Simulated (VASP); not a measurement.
# Si: single point with PBE

The system is Si.

```xyz
6
Lattice="2.7349 -2.7349 0.0000 2.7349 0.0000 -2.7349 6.3358 6.3358 6.3358" Properties=species:S:1:pos:R:3 pbc="T T T"
Si    6.6091    1.1394    1.1394
Si    3.8742   -1.5955    1.1394
Si    6.6091    3.8742    3.8742
Si    7.9766    2.5068    2.5068
Si    7.9766   -0.2281   -0.2281
Si    2.5068   -0.2281   -0.2281
```

```
Program             : VASP 6.6.1
Task                : single point
Functional          : PBE
Potentials or basis : VASP PAW PBE potentials, release 64 (Si)
Cutoff              : 520 eV
k mesh              : 8 × 8 × 3
Occupations         : gaussian, width 0.05 eV
Spin                : no spin polarisation
```

```json
{
 "Pressure": "-1.8 GPa",
 "Largest force": "0.651 eV/Å",
 "Band gap on the k mesh": "zero (band 12 reaches 4.39 eV, above the bottom of band 13 at 3.96 eV)"
}
```

Forces in eV/Å, atoms in the order of the input:
```
Si  -0.126 -0.126 -0.126
Si  -0.376 -0.376 -0.376
Si   0.180  0.180  0.180
Si   0.376  0.376  0.376
Si   0.126  0.126  0.126
Si  -0.180 -0.180 -0.180
```

Stress tensor (GPa, compression positive):
```
-1.79 -1.26 -1.26
-1.26 -1.79 -1.26
-1.26 -1.26 -1.79
```

Levels at points of the mesh, in eV from the Fermi level:
| k point | band 10 | band 11 | band 12 | band 13 | band 14 | band 15 |
| --- | --- | --- | --- | --- | --- | --- |
| (0.00, 0.00, 0.00) | -0.22 | -0.22 | 0.08 | 0.21 | 1.55 | 2.30 |
| (0.50, 0.00, 0.00) | -2.03 | -1.52 | -1.15 | 0.27 | 0.91 | 1.69 |

Wall time 2.1 min on 1 thread of Intel(R) Xeon(R) Platinum 8375C CPU @ 2.90GHz (Ice Lake) (shared host), peak memory 0.26 GiB.
